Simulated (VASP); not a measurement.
# Be2P: single point with PBE

Crystal: Be2P.

```
Be P
1.0
     1.71682    0.99121    7.41943
    -1.71682    0.99121    7.41943
     0.00000   -1.98241    7.41943
Be P
4 2
Direct
  0.13929 0.13929 0.13929
  0.95319 0.95319 0.95319
  0.86091 0.86091 0.86091
  0.04782 0.04782 0.04782
  0.76146 0.76146 0.76146
  0.57351 0.57351 0.57351
```

- Program: VASP 6.6.1
- Task: single point
- Functional: PBE
- Potentials or basis: VASP PAW PBE potentials, release 64 (Be, P)
- Cutoff: 520 eV
- k mesh: 6 × 6 × 6
- Occupations: gaussian, width 0.1 eV
- Spin: no spin polarisation

```yaml
Pressure: 0.1 GPa
Largest_force: 0.035 eV/Å
Band_gap_on_the_k_mesh: zero (band 9 reaches 6.65 eV, above the bottom of band 10 at 5.50 eV)
```

Forces on the atoms (eV/Å):
```
Be   0.000  0.000  0.019
Be   0.000  0.000  0.035
Be   0.000  0.000 -0.012
Be   0.000  0.000 -0.026
P    0.000  0.000  0.011
P    0.000  0.000 -0.026
```

Levels at points of the mesh, in eV from the Fermi level:
| k point | band 6 | band 7 | band 8 | band 9 | band 10 | band 11 | band 12 | band 13 |
| --- | --- | --- | --- | --- | --- | --- | --- | --- |
| (0.00, 0.00, 0.00) | -1.33 | -1.33 | -0.70 | -0.70 | 3.08 | 3.31 | 3.31 | 3.69 |
| (0.50, 0.00, 0.00) | -3.49 | -3.34 | -2.42 | -1.23 | 0.58 | 1.67 | 2.21 | 3.17 |
| (0.50, 0.50, 0.00) | -3.59 | -3.58 | -2.21 | -1.09 | -0.19 | 1.78 | 2.32 | 2.55 |
| (0.50, 0.50, 0.50) | -1.40 | -0.59 | -0.59 | 0.87 | 2.26 | 3.30 | 3.30 | 3.60 |

It took 2.3 min on 1 thread of Intel(R) Xeon(R) Platinum 8375C CPU @ 2.90GHz (Ice Lake), on a shared host, peak memory 0.46 GiB.
